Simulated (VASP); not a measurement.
# B16N17 (a cell with a defect) in VASP: notebook, part 2 of 3

VASP 6.6.1. Earlier steps stand in the parts before.

**3. Single point, PBE+D3(BJ), collinear spin (with an interstitial atom, then relaxed in part)**

INCAR reads:

```
PREC = Accurate
ENCUT = 520
EDIFF = 1E-7
ISMEAR = 0
SIGMA = 0.02
LREAL = Auto
LASPH = True
NELM = 150
ALGO = Normal
ISIF = 2
LWAVE = False
LCHARG = True
ISPIN = 2
MAGMOM = 0 0 0 0 0 0 0 0 0 0 0 0 0 0 0 0 0 0 0 0 0 0 0 0 0 0 0 0 0 0 0 0 1
LORBIT = 11
GGA = PE
IVDW = 12
LELF = True
LVHAR = True
NBANDS = 92
```

KPOINTS reads:

```
Automatic mesh
0
Gamma
  2 2 2
  0.5 0.5 0.5
```

POSCAR reads:

```
B16N17
1.0
   -5.0122276274      2.8938109699      3.2948837584
    0.0000000000     -5.7876219398      3.2948837584
    5.0122276274      2.8938109699      3.2948837584
B N
16 17
Direct
    0.2441770530      0.7399390621      0.9961886859
    0.4931899349      0.4888352047      0.9937901633
    0.7522375534      0.2479149549      1.0024814009
    0.9946986646      0.7397252070      0.2442807590
    1.0026283570      0.9973801645      1.0022167812
    0.2347074961      0.4811304467      0.2357080411
    0.4931766033      0.2392060630      0.2433973211
    0.7380107035      0.7300066086      0.4845752144
    0.7577009802      1.0004036110      0.2553941835
    0.9946960187      0.4897142092      0.4942960994
    0.2441629893      0.2416189515      0.4944948751
    0.5130727162      0.7607709175      0.7750190783
    0.5130632589      1.0204561265      0.5153298669
    0.7577116274      0.5008441131      0.7549816610
    1.0026304101      0.2476563634      0.7519517459
    0.2572892770      1.0045794078      0.7591390593
    0.5904247997      0.0867500095      0.3403464456
    0.8396343928      0.8334682190      0.3337921038
    0.0656997409      0.5617916147      0.3163601251
    0.3410974172      0.0900256782      0.5929050473
    0.3152993006      0.3090481622      0.3153203086
    0.6083247012      0.8603580725      0.6149177489
    0.8396398943      0.5792352086      0.5880443997
    0.0865112338      0.0818230908      0.8363885751
    0.0806169562      0.3254558166      0.5802842536
    0.3411028738      0.8383427568      0.8445859057
    0.5904295077      0.5857919176      0.8413260893
    0.8360668199      0.0815892848      0.0854287556
    0.8360779595      0.3308809304      0.8361702172
    0.0806257561      0.8257205187      0.0800259509
    0.3153306066      0.5607839548      0.0636504215
    0.5777009898      0.3231865605      0.0777566792
    0.5063381646      0.6858084370      0.4403783223
```

Potentials or basis: VASP PAW PBE potentials, release 64 (B, N).

On the command line:

```console
> cat potpaw_PBE.64/B/POTCAR potpaw_PBE.64/N/POTCAR > POTCAR
> mpirun -np 1 vasp_std > vasp.out
```

Wall time 7.3 min (1 thread of Intel Xeon Platinum 8488C (Sapphire Rapids), shared host); peak memory 0.5 GiB.

The run converged. Its results:

```
Free energy                                           : -289.0638 eV
Pressure                                              : 2.1 GPa
Largest force                                         : 0.118 eV/Å
Band gap on the k mesh                                : 0.98 eV
Net moment                                            : 1.00 μB per cell
Site moments                                          : B +0.00, -0.00, -0.01, +0.01 (each value once); N +0.02, +0.01, -0.00, +0.00, +0.54 (each value once) μB
Valence electrons inside the program's atomic spheres : B 2.18, 2.17, 2.12, 2.15, 2.16 (each value once); N 4.01, 4.03, 4.02, 3.92, 3.62 (each value once)
Dispersion energy per atom                            : -0.146 eV
```

Forces in eV/Å, atoms in the order of the input:
```
B    0.005  0.000 -0.003
B    0.002  0.001 -0.001
B   -0.001 -0.001  0.002
B   -0.002  0.002  0.000
B   -0.001 -0.001  0.000
B   -0.003  0.001  0.003
B   -0.001 -0.003 -0.001
B   -0.049  0.027  0.032
B   -0.001 -0.001  0.004
B   -0.003  0.001  0.000
B    0.001 -0.003 -0.005
B    0.013  0.008  0.010
B   -0.001 -0.013  0.011
B    0.003  0.003  0.004
B    0.001  0.000  0.000
B    0.001  0.001  0.001
N    0.002  0.004  0.000
N    0.006 -0.004 -0.003
N   -0.001  0.001 -0.001
N   -0.003  0.005 -0.001
N    0.001 -0.001  0.003
N    0.024 -0.014  0.070
N    0.005 -0.004 -0.003
N    0.000  0.000  0.001
N    0.000  0.000  0.000
N   -0.005 -0.001 -0.001
N   -0.003 -0.002  0.000
N    0.001 -0.001 -0.001
N    0.000  0.000 -0.001
N    0.000  0.000 -0.001
N    0.001  0.000  0.001
N    0.000  0.000  0.000
N    0.007 -0.004 -0.118
```

Stress tensor (GPa, compression positive):
```
 2.52 -0.37 -0.03
-0.37  2.10  0.02
-0.03  0.02  1.82
```

Levels at points of the mesh, in eV from the valence-band top:
Spin up:
| k point | band 63 | band 64 | band 65 | band 66 | band 67 | band 68 | band 69 | band 70 | band 71 | band 72 |
| --- | --- | --- | --- | --- | --- | --- | --- | --- | --- | --- |
| (0.25, 0.25, 0.25) | -1.51 | -1.43 | -1.20 | -0.54 | -0.15 | 3.82 | 4.48 | 4.60 | 4.83 | 5.11 |
Spin down:
| k point | band 62 | band 63 | band 64 | band 65 | band 66 | band 67 | band 68 | band 69 | band 70 | band 71 |
| --- | --- | --- | --- | --- | --- | --- | --- | --- | --- | --- |
| (0.25, 0.25, 0.25) | -1.61 | -1.50 | -1.38 | -1.13 | 0.00 | 1.01 | 3.93 | 4.51 | 4.67 | 4.87 |

Caveat: the cell differs from its parent crystal (with an interstitial atom, then relaxed in part).

**4. Single point, PBE+D3(BJ), collinear spin**

INCAR reads:

```
SYSTEM = B16N17
  ALGO = Normal
  EDIFF = 1E-6
  ENCUT = 520
  GGA = PE
  ISIF = 2
  ISMEAR = 0
  ISPIN = 2
  IVDW = 12
  LASPH = .TRUE.
  LCHARG = .TRUE.
  LELF = .TRUE.
  LORBIT = 11
  LREAL = Auto
  LVHAR = .TRUE.
  LWAVE = .FALSE.
  MAGMOM = 0 0 0 0 0 0 0 0 0 0 0 0 0 0 0 0 0 0 0 0 0 0 0 0 0 0 0 0 0 0 0 0 0.49
  NBANDS = 92
  NELM = 150
  PREC = Accurate
  SIGMA = 0.02
```

KPOINTS is that of step 3.

POSCAR reads:

```
B16N17
1.0
   -5.0122276274      2.8938109699      3.2948837584
    0.0000000000     -5.7876219398      3.2948837584
    5.0122276274      2.8938109699      3.2948837584
B N
16 17
Direct
    0.2412452508      0.7421183490      0.9938020539
    0.4902580200      0.4910144897      0.9914034561
    0.7493057043      0.2500942163      1.0000945937
    0.9917668163      0.7419044282      0.2418940493
    0.9996965828      0.9995594362      0.9998300564
    0.2317757082      0.4833097144      0.2333213284
    0.4902447390      0.2413853000      0.2410106473
    0.7350788979      0.7321858496      0.4821885477
    0.7547691671      1.0025829357      0.2530074381
    0.9917641823      0.4918935426      0.4919093899
    0.2412311371      0.2437983103      0.4921082108
    0.5101408937      0.7629502015      0.7726323641
    0.5101314488      1.0226354838      0.5129431726
    0.7547797635      0.5030234155      0.7525949066
    0.9996985869      0.2498356745      0.7495650947
    0.2543574013      1.0067586725      0.7567523815
    0.5874929523      0.0889293235      0.3379597920
    0.8367024992      0.8356474472      0.3314054161
    0.0627678936      0.5639708362      0.3139733642
    0.3381655929      0.0922049714      0.5905182580
    0.3123674508      0.3112275215      0.3129336661
    0.6053928540      0.8625374038      0.6125309975
    0.8367080828      0.5814145338      0.5856576331
    0.0835794695      0.0840023788      0.8340018924
    0.0776851363      0.3276351000      0.5778974544
    0.3381710376      0.8405219728      0.8421992238
    0.5874976664      0.5879712165      0.8389393593
    0.8331349581      0.0837685553      0.0830419297
    0.8331461093      0.3330601679      0.8337835504
    0.0776938958      0.8278997405      0.0776392295
    0.3123987637      0.5629632742      0.0612637208
    0.5747690539      0.3253658226      0.0753699472
    0.5034062562      0.6879876691      0.4379916293
```

Potentials or basis: VASP PAW PBE potentials, release 64 (B, N).

On the command line:

```console
> cat potpaw_PBE.64/B/POTCAR potpaw_PBE.64/N/POTCAR > POTCAR
> mpirun -np 1 vasp_std > vasp.out
```

OUTCAR:

```text
SYSTEM = B16N17
   EDIFF = 1E-6
   ENCUT = 520
   GGA = PE
   ISIF = 2
   ISMEAR = 0
   ISPIN = 2
   IVDW = 12
   LASPH = .TRUE.
   LORBIT = 11
   LREAL = Auto
   NELM = 150
   PREC = Accurate
 IVDW          = 12

 ion  position               nearest neighbor table
   1  0.241  0.742  0.994-  30 1.44  31 1.44  26 1.45
   2  0.490  0.491  0.991-  31 1.44  32 1.45  27 1.45
   3  0.749  0.250  0.000-  28 1.45  29 1.45  32 1.45
   4  0.992  0.742  0.242-  18 1.43  30 1.45  19 1.45
   5  1.000  1.000  1.000-  30 1.45  24 1.45  28 1.45
   6  0.232  0.483  0.233-  19 1.45  21 1.46  31 1.46
   7  0.490  0.241  0.241-  21 1.44  32 1.45  17 1.45
   8  0.735  0.732  0.482-  23 1.48  18 1.48  33 1.51  22 1.57
   9  0.755  0.003  0.253-  18 1.43  28 1.45  17 1.46
  10  0.992  0.492  0.492-  23 1.43  25 1.45  19 1.45
  11  0.241  0.244  0.492-  25 1.44  21 1.44  20 1.45
  12  0.510  0.763  0.773-  26 1.42  27 1.43  22 1.49
  13  0.510  0.023  0.513-  20 1.42  17 1.43  22 1.49
  14  0.755  0.503  0.753-  23 1.43  29 1.45  27 1.46
  15  1.000  0.250  0.750-  25 1.45  24 1.45  29 1.45
  16  0.254  0.007  0.757-  24 1.44  20 1.45  26 1.45
  17  0.587  0.089  0.338-  13 1.43   7 1.45   9 1.46
  18  0.837  0.836  0.331-   9 1.43   4 1.43   8 1.48
  19  0.063  0.564  0.314-   6 1.45   4 1.45  10 1.45
  20  0.338  0.092  0.591-  13 1.42  11 1.45  16 1.45
  21  0.312  0.311  0.313-  11 1.44   7 1.44   6 1.46
  22  0.605  0.863  0.613-  12 1.49  13 1.49  33 1.54   8 1.57
  23  0.837  0.581  0.586-  14 1.43  10 1.43   8 1.48
  24  0.084  0.084  0.834-  16 1.44   5 1.45  15 1.45
  25  0.078  0.328  0.578-  11 1.44  15 1.45  10 1.45
  26  0.338  0.841  0.842-  12 1.42   1 1.45  16 1.45
  27  0.587  0.588  0.839-  12 1.43   2 1.45  14 1.46
  28  0.833  0.084  0.083-   3 1.45   9 1.45   5 1.45
  29  0.833  0.333  0.834-   3 1.45  14 1.45  15 1.45
  30  0.078  0.828  0.078-   1 1.44   5 1.45   4 1.45
  31  0.312  0.563  0.061-   1 1.44   2 1.44   6 1.46
  32  0.575  0.325  0.075-   2 1.45   7 1.45   3 1.45
  33  0.503  0.688  0.438-   8 1.51  22 1.54

  LATTYP: Found a trigonal (rhomboedric) cell.
 ALAT       =     6.6597917910
 COS(alpha) =    -0.1328444051

  Lattice vectors:

 A1 = (  -5.0122276274,   2.8938109699,   3.2948837584)
 A2 = (   0.0000000000,  -5.7876219398,   3.2948837584)
 A3 = (   5.0122276274,   2.8938109699,   3.2948837584)

Analysis of symmetry for initial positions (statically):
=====================================================================
 Subroutine PRICEL returns:
 Original cell was already a primitive cell.

 Routine SETGRP: Setting up the symmetry group for a
 trigonal (rhombohedral) supercell.

 Subroutine GETGRP returns: Found  1 space group operations
 (whereof  1 operations were pure point group operations)
 out of a pool of 12 trial point group operations.

The static configuration has the point symmetry C_1 .

Analysis of symmetry for dynamics (positions and initial velocities):
=====================================================================
 Subroutine PRICEL returns:
 Original cell was already a primitive cell.

 Routine SETGRP: Setting up the symmetry group for a
 trigonal (rhombohedral) supercell.

 Subroutine GETGRP returns: Found  1 space group operations
 (whereof  1 operations were pure point group operations)
 out of a pool of 12 trial point group operations.

The dynamic configuration has the point symmetry C_1 .

Analysis of structural, dynamic, and magnetic symmetry:
[... 167 lines left out ...]
   ISMEAR =     0;   SIGMA  =   0.02  broadening in eV -4-tet -1-fermi 0-gaus
   EFERMI_NEDOS =   21; number of points for ismear=-14 and -15
   IALGO  =     38    algorithm
   IMIX   =      4    mixing-type and parameters
     AMIX     =   0.40;   BMIX     =  1.00
     AMIX_MAG =   1.60;   BMIX_MAG =  1.00
  volume/ion in A,a.u.               =       8.69        58.64
  Fermi-wavevector in a.u.,A,eV,Ry     =   1.267247  2.394750 21.849800  1.605915
  Thomas-Fermi vector in A             =   2.400405
   LORBIT       =     11    0 simple, 1 ext, 2 COOP (PROOUT), +10 PAW based schemes
   GGA     = PE    functional components
   LHFCALC =     F    Hartree Fock is set to
   AEXX    =    0.0000 exact exchange contribution
   IVDW    =    12    specifies the selected vdW correction
   LEPSILON=     F    determine dielectric tensor
   LRPA    =     F    only Hartree local field effects (RPA)
 spin polarized calculation
 Gauss-broadening in eV      SIGMA  =   0.02
  energy-cutoff  :      520.00
  volume of cell :      286.74
 maximum number of plane-waves:      7728
 NGX is ok and might be reduce to    50
   NGX = 25   NGY = 25   NGZ = 25

 number of electron     133.0000016 magnetization       1.0000103

 Free energy of the ion-electron system (eV)
  ---------------------------------------------------
  ext. energy  EPLUGINS =         0.00000000
  ---------------------------------------------------
  free energy    TOTEN  =      -284.24292641 eV

  energy without entropy =     -284.24292641  energy(sigma->0) =     -284.24292641

 E-fermi :   3.2204     XC(G=0): -10.3226

 val. band max:        3.0722330743   @ k =   0.2500   0.2500   0.2500
 cond. band min:       4.0533694487   @ k =   0.2500   0.2500  -0.2500
 fundamental gap:      0.9811363744
 Fermi energy:         3.2203987335

 spin component 1

 k-point     1 :       0.2500    0.2500    0.2500
  band No.  band energies     occupation
      1     -16.9912      1.00000
      2     -14.9156      1.00000
      3     -14.1264      1.00000
      4     -14.0981      1.00000
      5     -13.9113      1.00000
      6     -13.8425      1.00000
[... 313 lines left out ...]
     77       9.5370      0.00000
     78       9.8427      0.00000
 Fermi energy:         3.2203987335

 spin component 2

 k-point     1 :       0.2500    0.2500    0.2500
  band No.  band energies     occupation
      1     -16.6816      1.00000
      2     -14.8883      1.00000
      3     -14.1066      1.00000
      4     -14.0861      1.00000
      5     -13.8972      1.00000
      6     -13.8289      1.00000
[... 313 lines left out ...]
     77       9.5748      0.00000
     78       9.8718      0.00000
 [bands above 78 left out]

------------------------ aborting loop because EDIFF is reached ----------------------------------------

 Edisp (eV)   -4.82077

 E8    (eV) :    -1.4098

  FORCE on cell =-STRESS in cart. coord.  units (eV):
  Direction    XX          YY          ZZ          XY          YZ          ZX
  --------------------------------------------------------------------------------------
  -------------------------------------------------------------------------------------
  Total       4.51706     3.75545     3.26469    -0.65878     0.03292    -0.05273
  in kB      25.23910    20.98362    18.24151    -3.68096     0.18395    -0.29461
  external pressure =       21.49 kB  Pullay stress =        0.00 kB

 VOLUME and BASIS-vectors are now :
 -----------------------------------------------------------------------------
  energy-cutoff  :      520.00
  volume of cell :      286.74
      direct lattice vectors                 reciprocal lattice vectors
    -5.012227627  2.893810970  3.294883758    -0.099756044  0.057594179  0.101166948
     0.000000000 -5.787621940  3.294883758     0.000000000 -0.115188358  0.101166948
     5.012227627  2.893810970  3.294883758     0.099756044  0.057594179  0.101166948

 POSITION                                       TOTAL-FORCE (eV/Angst)
 -----------------------------------------------------------------------------------
      3.77199     -0.72111      6.51453         0.004739      0.002547     -0.004236
      2.51186      1.44584      6.49974         0.003095     -0.001073     -0.000543
     -3.75522      0.72117      3.29322        -0.002846      0.001416      0.002473
     -3.75853     -0.72388      6.50926        -0.000826      0.002915      0.000030
      0.00067      0.00118      9.88164        -0.000051     -0.000834      0.000835
      0.00775     -1.45131      3.12489        -0.003051     -0.000027      0.001646
[... 25 lines left out ...]
     -2.50310     -0.00171      3.21417         0.000092      0.000030      0.000078
     -0.32787     -1.25758      5.36864         0.006474     -0.003426     -0.117647
 -----------------------------------------------------------------------------------
    total drift:                               -0.004015      0.005682      0.002126

  FREE ENERGIE OF THE ION-ELECTRON SYSTEM (eV)
  ---------------------------------------------------
  free  energy   TOTEN  =      -289.0636972682 eV

  energy  without entropy=     -289.0636972682  energy(sigma->0) =     -289.06369727

 total charge

# of ion       s       p       d       tot
------------------------------------------
    1        0.746   1.432   0.000   2.178
    2        0.743   1.422   0.000   2.165
    3        0.744   1.425   0.000   2.169
    4        0.746   1.436   0.000   2.182
    5        0.743   1.423   0.000   2.166
    6        0.735   1.389   0.000   2.124
[... 25 lines left out ...]
   32        1.225   2.795   0.000   4.021
   33        1.334   2.288   0.000   3.622
--------------------------------------------------
tot         32.822  69.702   0.000 102.524

 magnetization (x)

# of ion       s       p       d       tot
------------------------------------------
    1       -0.000   0.000   0.000   0.000
    2       -0.000   0.001   0.000   0.001
    3        0.000   0.001   0.000   0.001
    4        0.000   0.001   0.000   0.002
    5        0.000   0.000   0.000   0.000
    6       -0.000  -0.001   0.000  -0.001
[... 25 lines left out ...]
   32       -0.000   0.001   0.000   0.001
   33        0.016   0.528   0.000   0.544
--------------------------------------------------
tot          0.027   0.686   0.000   0.713
```

Run time: 9 min. Hardware: 1 thread of Oxide Virtual Turin-like, shared host; peak memory 0.46 GiB.

Results:

| Item | Value |
| --- | --- |
| Free energy | -289.0637 eV |
| Pressure | 2.1 GPa |
| Largest force | 0.118 eV/Å |
| Band gap on the k mesh | 0.98 eV |
| Net moment | 1.00 μB per cell |
| Site moments | B +0.00, -0.00, -0.01, +0.01 (each value once); N +0.02, +0.01, -0.00, +0.00, +0.54 (each value once) μB |
| Valence electrons inside the program's atomic spheres | B 2.18, 2.17, 2.12, 2.15, 2.16 (each value once); N 4.01, 4.03, 4.02, 3.92, 3.62 (each value once) |
| Dispersion energy per atom | -0.146 eV |

Forces on the atoms (eV/Å):
```
B    0.005  0.003 -0.004
B    0.003 -0.001 -0.001
B   -0.003  0.001  0.002
B   -0.001  0.003  0.000
B    0.000 -0.001  0.001
B   -0.003  0.000  0.002
B   -0.001 -0.003 -0.001
B   -0.048  0.027  0.031
B   -0.002 -0.004  0.003
B   -0.003 -0.002  0.000
B    0.001 -0.003 -0.004
B    0.012  0.009  0.010
B   -0.002 -0.013  0.010
B    0.002  0.002  0.003
B    0.003  0.002  0.001
B    0.002  0.000  0.001
N    0.002  0.004  0.000
N    0.006 -0.004 -0.003
N   -0.001  0.002 -0.001
N   -0.003  0.005 -0.002
N    0.001 -0.001  0.003
N    0.025 -0.014  0.070
N    0.006 -0.004 -0.003
N   -0.001  0.001  0.001
N    0.000 -0.001  0.000
N   -0.005 -0.001 -0.001
N   -0.003 -0.003 -0.001
N    0.001  0.000  0.000
N    0.000  0.000 -0.001
N    0.000 -0.001  0.000
N    0.001  0.000  0.002
N    0.000  0.000  0.000
N    0.006 -0.003 -0.118
```

(Part 2 of 3 ends here.)
